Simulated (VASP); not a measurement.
Here is a VASP 6.6.1 calculation.

File INCAR:

```
SYSTEM = SnBiO2
PREC = Accurate
ENCUT = 520
EDIFF = 1E-6
ISMEAR = 0
SIGMA = 0.1
LREAL = .False.
LASPH = .True.
NELM = 60
ALGO = Normal
ISIF = 2
LWAVE = .False.
LCHARG = .True.
GGA = PE
LELF = .True.
LVHAR = .True.
NBANDS = 28
```

File KPOINTS:

```
regular mesh
0
Gamma
  12 12 8
  0 0 0
```

File POSCAR:

```
SnBiO2
1.0
    4.0328877864      0.0000000000      0.0000000000
   -2.0164438932      3.4925832737      0.0000000000
    0.0000000000      0.0000000000      6.1951788445
Sn Bi O
1 1 2
Direct
    0.0000000000      0.0000000000      0.5000000000
    0.0000000000      0.0000000000      0.0000000000
    0.3333333333      0.6666666667      0.0000000000
    0.6666666667      0.3333333333      0.0000000000
```

Potentials or basis: VASP PAW PBE potentials, release 64 (Sn_d, Bi_d, O).

Run with:

```console
$ cat potpaw_PBE.64/Sn_d/POTCAR potpaw_PBE.64/Bi_d/POTCAR potpaw_PBE.64/O/POTCAR > POTCAR
$ mpirun -np 1 vasp_std > vasp.out
```

What does it give for the pressure?

0.1 GPa.

What does it give for the band gap on the k mesh?

Zero (an odd number of electrons rules out a gap without spin polarisation).

Stress tensor (GPa, compression positive):
```
 0.14  0.00  0.00
 0.00  0.14  0.00
 0.00  0.00 -0.13
```

Caveat: spin-orbit coupling is left out, which moves the levels of the heavy elements; an odd number of electrons without spin polarisation forces a metal; a magnetic or distorted state may lie lower.
